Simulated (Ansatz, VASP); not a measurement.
**Two plane-wave programs on WS**

```
W S
1.0
     3.00789    0.00000    0.00000
     0.00000    3.00789    0.00000
     0.00000    0.00000    3.00789
W S
1 1
Cartesian
  1.5039 1.5039 1.5039
  0.0000 0.0000 0.0000
```

Alike in both runs: task single point; functional PBE-based screened hybrid with a share of 0.15 of exact exchange and HFSCREEN = 0.2078699; k mesh 5 × 5 × 5; occupations fermi-dirac, width 0.05 eV; no spin polarisation.

|  | VASP | Ansatz |
| --- | --- | --- |
| version | VASP 6.6.1 | Ansatz 0.2.0 |
| potentials or method | VASP PAW PBE potentials, release 64 (W_sv, S) | Ansatz PAW |
| plane-wave cutoff (eV) | 520 | 420 |
| valence electrons in the cell | 20 | 20 |

Ansatz gave:

| Item | Value |
| --- | --- |
| gap on the k mesh at the Fermi level (eV) | none |
| pressure (GPa) | -4.7 |

What did VASP give for the same quantities?

gap on the k mesh at the Fermi level (eV): none; pressure (GPa): -4.9.

VASP's potentials were made for PBE, not for PBE-based screened hybrid. A gap of «none» marks a metal or a gap that the smearing closes.

The k mesh is coarse, so the values compare programs but aren't converged. Spin-orbit coupling is off throughout.
